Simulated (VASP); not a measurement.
A run of VASP 6.6.1 is set up as follows.

INCAR

```
PREC = Accurate
ENCUT = 500
EDIFF = 1E-6
ISMEAR = 0
SIGMA = 0.01
LREAL = False
LASPH = True
NELM = 200
ALGO = Normal
ISIF = 2
LWAVE = False
LCHARG = False
MAGMOM = 0 0 0 0 0 0
LORBIT = 11
LSORBIT = True
GGA_COMPAT = False
LORBMOM = True
GGA = PE
NBANDS = 20
```

The input KPOINTS:

```
regular mesh
0
Gamma
  7 7 7
```

File POSCAR:

```
Si
1.0
    0.0000000000      2.7218510000      2.7218510000
    2.7218510000      0.0000000000      2.7218510000
    2.7218510000      2.7218510000      0.0000000000
Si
2
Direct
    0.2500000000      0.2500000000      0.2500000000
    0.0000000000      0.0000000000      0.0000000000
```

Potentials or basis: VASP PAW PBE potentials, release 64 (Si).

Run with:

```sh
$ cat potpaw_PBE.64/Si/POTCAR > POTCAR
$ mpirun -np 1 vasp_ncl > vasp.out
```

Question: What does it give for the net moment?

Answer: 0.00 μB per cell.

Question: What does it give for the pressure?

Answer: 1.3 GPa.

Moments on the atoms (μB; x, y, z):
```
Si  0.00 0.00 0.00
Si  0.00 0.00 0.00
```
